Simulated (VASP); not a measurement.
# H7C4N in VASP: further runs

H7C4N is run at these levels: PBE+D3(BJ); tasks: single point.

Program: VASP 6.6.1. These are calculated values, not measurements. Logs are shortened: lines on timing, memory, paths and dates and some standing lists are left out, and cuts for length are marked.

## 1. The cell of the first run

The cell holds an amorphous packing of atoms, 36 atoms: a = 7.974 Å, b = 7.974 Å, c = 7.974 Å, α = 90.00°, β = 90.00°, γ = 90.00°.

## 2. Single point, PBE+D3(BJ)

Contents of INCAR:

```
ALGO = Normal
EDIFF = 1E-7
ENCUT = 520
GGA = PE
ISIF = 2
ISMEAR = -1
IVDW = 12
LASPH = T
LCHARG = F
LREAL = Auto
LWAVE = F
NBANDS = 66
NELM = 60
PREC = Accurate
SIGMA = 0.05
```

Contents of KPOINTS:

```
k-points
0
Gamma
  1 1 1
```

Contents of POSCAR:

```
H7C4N
1.0
    7.9738730000      0.0000000000      0.0000000000
    0.0000000000      7.9738730000      0.0000000000
    0.0000000000      0.0000000000      7.9738730000
C H N
12 21 3
Direct
    0.2312958520      0.6307842303      0.7851364941
    0.2431145008      0.7977487594      0.7731894637
    0.8643087575      0.7628406691      0.0739088331
    0.9467736229      0.8794289813      0.1607403074
    0.5621777232      0.1578311017      1.0190866359
    0.6682891527      0.2812890113      0.9803899946
    0.3639802400      0.1721288731      0.4566990862
    0.2680812081      0.1951855265      0.6095885286
    0.4096757223      0.6169484270      0.2056940611
    0.2541717055      0.5247839544      0.2250586861
    0.8443425046      1.0253493976      0.6252360057
    0.7166858094      0.9052500005      0.5776418229
    0.1395564544      0.5681472948      0.8663034610
    0.3139563233      0.5488681432      0.7134094941
    0.1613661094      0.8817199159      0.8437274981
    0.3370592660      0.8562982426      0.6917415953
    0.8791433903      0.6301707547      0.1028890285
    0.7801576892      0.7954980812     -0.0290195094
    1.0304168754      0.8441055875      0.2631757781
    0.9349098030      1.0129765635      0.1335178011
    0.5985808894      0.0569418862      1.1039844587
    0.4359198162      0.1525897914      0.9668273044
    0.7950513777      0.2877381570      1.0314530214
    0.6326164282      0.3815470615      0.8943353766
    0.2820849261      0.1884774065      0.3473963065
    0.4645061214      0.2659621581      0.4484999301
    0.4205022314      0.0465453910      0.4549465041
    0.5082649972      0.5312307895      0.1619129465
    0.3933007905      0.7154744200      0.1108790030
    0.4496574214      0.6729806645      0.3250913613
    0.9544614448      1.0120283523      0.5441201340
    0.7961164265      1.1538125503      0.6138691779
    0.8839790920      1.0061503725      0.7553786438
    0.1902976951      0.2106272888      0.7319727128
    0.1307598332      0.4485950349      0.2400450457
    0.6128597988      0.8110171599      0.5377688071
```

Potentials or basis: VASP PAW PBE potentials, release 64 (C, H, N).

Run with:

```
> cat potpaw_PBE.64/C/POTCAR potpaw_PBE.64/H/POTCAR potpaw_PBE.64/N/POTCAR > POTCAR
> mpirun -np 1 vasp_gam > vasp.out
```

OUTCAR:

```text
EDIFF = 1E-7
   ENCUT = 520
   GGA = PE
   ISIF = 2
   ISMEAR = -1
   IVDW = 12
   LASPH = T
   LREAL = Auto
   NELM = 60
   PREC = Accurate
 IVDW          = 12

 ion  position               nearest neighbor table
   1  0.231  0.631  0.785-  14 1.09  13 1.10   2 1.34
   2  0.243  0.798  0.773-  15 1.09  16 1.10   1 1.34
   3  0.864  0.763  0.074-  17 1.09  18 1.09   4 1.33
   4  0.947  0.879  0.161-  20 1.09  19 1.09   3 1.33
   5  0.562  0.158  0.019-  22 1.09  21 1.09   6 1.33
   6  0.668  0.281  0.980-  23 1.09  24 1.09   5 1.33
   7  0.364  0.172  0.457-  25 1.10  27 1.10  26 1.10   8 1.45
   8  0.268  0.195  0.610-  34 1.16   7 1.45
   9  0.410  0.617  0.206-  29 1.10  28 1.10  30 1.10  10 1.45
  10  0.254  0.525  0.225-  35 1.16   9 1.45
  11  0.844  0.025  0.625-  33 1.10  31 1.10  32 1.10  12 1.45
  12  0.717  0.905  0.578-  36 1.16  11 1.45
  13  0.140  0.568  0.866-   1 1.10
  14  0.314  0.549  0.713-   1 1.09
  15  0.161  0.882  0.844-   2 1.09
  16  0.337  0.856  0.692-   2 1.10
  17  0.879  0.630  0.103-   3 1.09
  18  0.780  0.795  0.971-   3 1.09
[... 16 lines left out ...]
  35  0.131  0.449  0.240-  10 1.16
  36  0.613  0.811  0.538-  12 1.16

  LATTYP: Found a simple cubic cell.
 ALAT       =     7.9738730000

  Lattice vectors:

 A1 = (   7.9738730000,   0.0000000000,   0.0000000000)
 A2 = (   0.0000000000,   7.9738730000,   0.0000000000)
 A3 = (   0.0000000000,   0.0000000000,   7.9738730000)

Analysis of symmetry for initial positions (statically):
=====================================================================
 Subroutine PRICEL returns:
 Original cell was already a primitive cell.

 Routine SETGRP: Setting up the symmetry group for a
 simple cubic supercell.

 Subroutine GETGRP returns: Found  1 space group operations
 (whereof  1 operations were pure point group operations)
 out of a pool of 48 trial point group operations.

The static configuration has the point symmetry C_1 .

Analysis of symmetry for dynamics (positions and initial velocities):
=====================================================================
 Subroutine PRICEL returns:
 Original cell was already a primitive cell.

 Routine SETGRP: Setting up the symmetry group for a
 simple cubic supercell.

 Subroutine GETGRP returns: Found  1 space group operations
 (whereof  1 operations were pure point group operations)
 out of a pool of 48 trial point group operations.

The dynamic configuration has the point symmetry C_1 .

 Subroutine INISYM returns: Found  1 space group operations
 (whereof  1 operations are pure point group operations),
 and found     1 'primitive' translations

----------------------------------------------------------------------------------------

                                     Primitive cell

  volume of cell :     507.0000

  direct lattice vectors                    reciprocal lattice vectors
     7.973873000  0.000000000  0.000000000     0.125409572  0.000000000  0.000000000
     0.000000000  7.973873000  0.000000000     0.000000000  0.125409572  0.000000000
     0.000000000  0.000000000  7.973873000     0.000000000  0.000000000  0.125409572

  length of vectors
     7.973873000  7.973873000  7.973873000     0.125409572  0.125409572  0.125409572

  position of ions in fractional coordinates (direct lattice)
     0.231295852  0.630784230  0.785136494
     0.243114501  0.797748759  0.773189464
     0.864308757  0.762840669  0.073908833
     0.946773623  0.879428981  0.160740307
     0.562177723  0.157831102  0.019086636
     0.668289153  0.281289011  0.980389995
[... 28 lines left out ...]
     0.130759833  0.448595035  0.240045046
     0.612859799  0.811017160  0.537768807

  ion indices of the primitive-cell ions
   primitive index   ion index
                 1           1
                 2           2
                 3           3
                 4           4
                 5           5
                 6           6
[... 28 lines left out ...]
                35          35
                36          36

----------------------------------------------------------------------------------------

 KPOINTS: k-points

Automatic generation of k-mesh.
 Grid dimensions read from file:
 generate k-points for:    1    1    1

 Generating k-lattice:

  Cartesian coordinates                     Fractional coordinates (reciprocal lattice)
     0.125409572  0.000000000  0.000000000     1.000000000  0.000000000  0.000000000
     0.000000000  0.125409572  0.000000000     0.000000000  1.000000000  0.000000000
     0.000000000  0.000000000  0.125409572     0.000000000  0.000000000  1.000000000

  Length of vectors
     0.125409572  0.125409572  0.125409572

  Shift w.r.t. Gamma in fractional coordinates (k-lattice)
     0.000000000  0.000000000  0.000000000

 Subroutine IBZKPT returns following result:
 ===========================================

 Found      1 irreducible k-points:

 Following reciprocal coordinates:
            Coordinates               Weight
  0.000000  0.000000  0.000000      1.000000
   k-points           NKPTS =      1   k-points in BZ     NKDIM =      1   number of bands    NBANDS=     66
   number of dos      NEDOS =    301   number of ions     NIONS =     36
   total plane-waves  NPLWV = 216000
   dimension x,y,z NGX =    60 NGY =   60 NGZ =   60
   dimension x,y,z NGXF=   120 NGYF=  120 NGZF=  120
   ions per type =              12  21   3
   NGX,Y,Z   is equivalent  to a cutoff of  12.51, 12.51, 12.51 a.u.
   NGXF,Y,Z  is equivalent  to a cutoff of  25.02, 25.02, 25.02 a.u.
 SYSTEM =  unknown system
   PREC   = accura    normal or accurate (medium, high low for compatibility)
   ISTART =      0    job   : 0-new  1-cont  2-samecut
   ICHARG =      2    charge: 1-file 2-atom 10-const
   ISPIN  =      1    spin polarized calculation?
   LNONCOLLINEAR =      F non collinear calculations
   LSORBIT =      F    spin-orbit coupling
   LASPH  =      T    aspherical Exc in radial PAW
   ENCUT  =  520.0 eV  38.22 Ry    6.18 a.u.  14.83 14.83 14.83*2*pi/ulx,y,z
   NELM   =     60;   NELMIN=  2; NELMDL= -5     # of ELM steps
   EDIFF  = 0.1E-06   stopping-criterion for ELM
   LREAL  =      T    real-space projection
   EDIFFG = 0.1E-05   stopping-criterion for IOM
   NSW    =      0    number of steps for IOM
   IBRION =     -1    ionic relax: 0-MD 1-quasi-New 2-CG
   NFREE  =      0    steps in history (QN), initial steepest desc. (CG)
   ISIF   =      2    stress and relaxation
   ISYM   =      2    0-nonsym 1-usesym 2-fastsym
   POTIM  = 0.5000    time-step for ionic-motion
   TEBEG  =    0.0;   TEEND  =   0.0 temperature during run
   PSTRESS=    0.0 pullay stress
   NELECT =      84.0000    total number of electrons
   NUPDOWN=      -1.0000    fix difference up-down
   EMIN   =  10.00;   EMAX   =-10.00  energy-range for DOS
   EFERMI =   0.00;   METHOD = LEGACY
   ISMEAR =    -1;   SIGMA  =   0.05  broadening in eV -4-tet -1-fermi 0-gaus
   EFERMI_NEDOS =   21; number of points for ismear=-14 and -15
   IALGO  =     38    algorithm
   IMIX   =      4    mixing-type and parameters
     AMIX     =   0.40;   BMIX     =  1.00
     AMIX_MAG =   1.60;   BMIX_MAG =  1.00
  volume/ion in A,a.u.               =      14.08        95.04
  Fermi-wavevector in a.u.,A,eV,Ry     =   0.899150  1.699146 10.999902  0.808470
  Thomas-Fermi vector in A             =   2.021947
   LORBIT       =      0    0 simple, 1 ext, 2 COOP (PROOUT), +10 PAW based schemes
   GGA     = PE    functional components
   LHFCALC =     F    Hartree Fock is set to
   AEXX    =    0.0000 exact exchange contribution
   IVDW    =    12    specifies the selected vdW correction
   LEPSILON=     F    determine dielectric tensor
   LRPA    =     F    only Hartree local field effects (RPA)
 non-spin polarized calculation
  energy-cutoff  :      520.00
  volume of cell :      507.00
 maximum number of plane-waves:      6807
 NGX is ok and might be reduce to    60
   NGX = 29   NGY = 29   NGZ = 29

 number of electron      84.0000008 magnetization

 Free energy of the ion-electron system (eV)
  ---------------------------------------------------
  ext. energy  EPLUGINS =         0.00000000
  ---------------------------------------------------
  free energy    TOTEN  =      -206.63674959 eV

  energy without entropy =     -206.63674959  energy(sigma->0) =     -206.63674959

 E-fermi :  -2.4365     XC(G=0):  -6.0225

 val. band max:       -3.6949524482   @ k =   0.0000   0.0000   0.0000
 cond. band min:       1.3299469099   @ k =   0.0000   0.0000   0.0000
 fundamental gap:      5.0248993580
 Fermi energy:        -2.4365407426

 k-point     1 :       0.0000    0.0000    0.0000
  band No.  band energies     occupation
      1     -20.0692      2.00000
      2     -19.8885      2.00000
      3     -19.7566      2.00000
      4     -16.4387      2.00000
      5     -16.3930      2.00000
      6     -16.1949      2.00000
[... 46 lines left out ...]
     53       3.2848      0.00000
     54       3.5427      0.00000
 [bands above 54 left out]

------------------------ aborting loop because EDIFF is reached ----------------------------------------

 Edisp (eV)   -1.45624

 E8    (eV) :    -0.3398

  FORCE on cell =-STRESS in cart. coord.  units (eV):
  Direction    XX          YY          ZZ          XY          YZ          ZX
  --------------------------------------------------------------------------------------
  -------------------------------------------------------------------------------------
  Total      -0.20174    -0.57757    -0.63255    -0.06510    -0.03658    -0.04786
  in kB      -0.63752    -1.82519    -1.99894    -0.20573    -0.11559    -0.15123
  external pressure =       -1.49 kB  Pullay stress =        0.00 kB

 VOLUME and BASIS-vectors are now :
 -----------------------------------------------------------------------------
  energy-cutoff  :      520.00
  volume of cell :      507.00
      direct lattice vectors                 reciprocal lattice vectors
     7.973873000  0.000000000  0.000000000     0.125409572  0.000000000  0.000000000
     0.000000000  7.973873000  0.000000000     0.000000000  0.125409572  0.000000000
     0.000000000  0.000000000  7.973873000     0.000000000  0.000000000  0.125409572

 POSITION                                       TOTAL-FORCE (eV/Angst)
 -----------------------------------------------------------------------------------
      1.84432      5.02979      6.26058        -0.084933      0.190162      0.040842
      1.93856      6.36115      6.16531         0.089531     -0.196506     -0.067797
      6.89189      6.08279      0.58934        -0.014281     -0.001649      0.002777
      7.54945      7.01246      1.28172        -0.017624      0.005030     -0.010653
      4.48273      1.25853      0.15219        -0.017374     -0.006601      0.006879
      5.32885      2.24296      7.81751         0.022124      0.005811     -0.014032
[... 28 lines left out ...]
      1.04266      3.57704      1.91409        -0.341232     -0.210128      0.045367
      4.88687      6.46695      4.28810        -0.241800     -0.234352     -0.098482
 -----------------------------------------------------------------------------------
    total drift:                               -0.004279     -0.023567      0.002573

  FREE ENERGIE OF THE ION-ELECTRON SYSTEM (eV)
  ---------------------------------------------------
  free  energy   TOTEN  =      -208.0929851731 eV

  energy  without entropy=     -208.0929851730  energy(sigma->0) =     -208.09298517
```

Run time: 55 s. Hardware: 1 thread of Intel Xeon Platinum 8488C (Sapphire Rapids), shared host; peak memory 0.47 GiB.

What came out:

```yaml
Free_energy: -208.0930 eV
Pressure: -0.1 GPa
Largest_force: 0.403 eV/Å
Band_gap_on_the_k_mesh: 5.02 eV
Dispersion_energy_per_atom: -0.040 eV
```

Forces on the atoms (eV/Å):
```
C   -0.085  0.190  0.041
C    0.090 -0.197 -0.068
C   -0.014 -0.002  0.003
C   -0.018  0.005 -0.011
C   -0.017 -0.007  0.007
C    0.022  0.006 -0.014
C   -0.005  0.001  0.024
C    0.207 -0.029 -0.319
C   -0.021 -0.007  0.004
C    0.337  0.211 -0.048
C   -0.007 -0.014 -0.015
C    0.251  0.250  0.095
H    0.108  0.107 -0.114
H    0.020 -0.022 -0.007
H    0.009 -0.001  0.024
H   -0.119 -0.122  0.150
H    0.002 -0.040 -0.001
H   -0.018  0.009 -0.016
H    0.023 -0.003  0.019
H    0.009  0.033 -0.006
H    0.018 -0.039  0.040
H   -0.038  0.006 -0.021
H    0.034 -0.003  0.021
H   -0.025  0.041 -0.035
H   -0.021  0.006 -0.017
H    0.006  0.008  0.008
H    0.000 -0.009  0.000
H    0.013 -0.011 -0.007
H   -0.008  0.012 -0.015
H    0.007  0.007  0.017
H    0.008 -0.007 -0.007
H    0.004  0.003 -0.003
H    0.005 -0.005  0.014
N   -0.193  0.064  0.313
N   -0.341 -0.210  0.045
N   -0.242 -0.234 -0.098
```

Caveat: the k points lie up to 0.79 Å⁻¹ apart.

(Part 1 of 2 ends here.)
